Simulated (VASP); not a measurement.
Set up this calculation in VASP 6.6.1, as the native input.

```yaml
Task: electric field gradients
Functional: PBE
Potentials_or_basis: VASP PAW PBE potentials, release 64 (Ta_sv_GW, N)
Cutoff: 520 eV
k_mesh: 5 × 5 × 8
Occupations: fermi-dirac, width 0.03 eV
Spin: no spin polarisation
Dipole_correction: no
Second_run: valence_matched
Further_INCAR_settings: ALGO = Normal; EDIFF = 1e-08; NBANDS = 36
```

The structure of TaN lies in POSCAR:

```
TaN
1.0
    5.1849992558      0.0000000000      0.0000000000
   -2.5924996279      4.4903410741      0.0000000000
    0.0000000000      0.0000000000      2.9080000000
Ta N
3 3
Direct
    0.0000000000      0.0000000000      0.0000000000
    0.3333333333      0.6666666667      0.5000000000
    0.6666666667      0.3333333333      0.5000000000
    0.5000000000      0.0000000000      0.0000000000
    0.5000000000      0.5000000000      0.0000000000
    0.0000000000      0.5000000000      0.0000000000
```

These files were run (other wordings do the same):

INCAR

```
ALGO = Normal
EDIFF = 1E-8
ENCUT = 520
GGA = PE
GGA_COMPAT = F
ISIF = 2
ISMEAR = -1
LASPH = T
LCHARG = F
LEFG = T
LREAL = F
LWAVE = F
NBANDS = 36
NELM = 120
PREC = Accurate
SIGMA = 0.03
```

KPOINTS

```
k-points
0
Gamma
  5 5 8
```

Potentials or basis: VASP PAW PBE potentials, release 64 (Ta_sv_GW, N).

The run is started by

```console
$ cat potpaw_PBE.64/Ta_sv_GW/POTCAR potpaw_PBE.64/N/POTCAR > POTCAR
$ mpirun -np 1 vasp_std > vasp.out
```

Results of the run:

* Pressure: 10.1 GPa
* Band gap on the k mesh: zero (band 27 reaches 13.13 eV, above the bottom of band 28 at 11.00 eV)

Caveat: without QUAD_EFG the Cq values of the log hold for a quadrupole moment of 1 mb, not for the nuclei; spin-orbit coupling is left out, which moves the levels of the heavy elements.

It took 54 s on 1 thread of Intel(R) Xeon(R) 6975P-C (Granite Rapids), with other jobs on the host, peak memory 0.21 GiB.
